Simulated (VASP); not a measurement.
Wanted: the native input for a VASP 6.6.1 run.

| Quantity | Value |
| --- | --- |
| Task | single point |
| Functional | PBE |
| Potentials or basis | VASP PAW PBE potentials, release 64 (W_sv, Se) |
| Cutoff | 520 eV |
| k mesh | 12 × 12 × 1 |
| Occupations | gaussian, width 0.05 eV |
| Spin | no spin polarisation |
| Dipole correction | no |
| Further INCAR settings | ALGO = Normal; EDIFF = 1e-06; NBANDS = 64 |

The structure of WSe2 lies in POSCAR:

```
WSe2
1.0
    3.3206779314      0.0000000000      0.0000000000
   -1.6603389657      2.8757914463      0.0000000000
    0.0000000000      0.0000000000     38.7701078913
W Se
4 8
Direct
    0.6666666667      0.3333333333      0.9017078408
    0.6666666667      0.3333333333      0.2946354236
    0.3333333333      0.6666666667      0.7053645764
    0.3333333333      0.6666666667      0.0982921592
    0.3594977523      0.6797488761      0.9466946825
    0.3594977523      0.6797488761      0.3396173771
    0.6928310856      0.3464155428      0.7503521150
    0.6928310856      0.3464155428      0.1432790617
    0.3594977523      0.6797488761      0.8601187493
    0.3594977523      0.6797488761      0.2530456960
    0.6928310856      0.3464155428      0.6637804339
    0.6928310856      0.3464155428      0.0567031285
```

This cell differs from its parent crystal: all Se atoms moved -0.100 Å, as atom 5 towards its neighbour atom 1 (W) at 2.548 Å.

These files were run (other wordings do the same):

INCAR

```
PREC = Accurate
ENCUT = 520
EDIFF = 1E-6
ISMEAR = 0
SIGMA = 0.05
LREAL = F
LASPH = T
NELM = 60
ALGO = Normal
ISIF = 2
LWAVE = F
LCHARG = F
GGA = PE
NBANDS = 64
KPAR = 4
```

KPOINTS

```
Automatic mesh
0
Gamma
  12 12 1
```

Potentials or basis: VASP PAW PBE potentials, release 64 (W_sv, Se).

Run with:

```bash
$ cat potpaw_PBE.64/W_sv/POTCAR potpaw_PBE.64/Se/POTCAR > POTCAR
$ mpirun -np 4 vasp_std > vasp.out
```

It gave:

The largest force is 2.312 eV/Å. The band gap on the k mesh is 1.37 eV.

Caveat: the cell differs from its parent crystal (all Se atoms moved -0.100 Å, as atom 5 towards its neighbour atom 1 (W) at 2.548 Å); there is no dipole correction, which matters where the two faces differ; spin-orbit coupling is left out, which moves the levels of the heavy elements.

Run time: 7 min on 4 MPI ranks on AMD EPYC 7R13 Processor (Zen 3), with other jobs on the host, peak memory 1 GiB a rank.
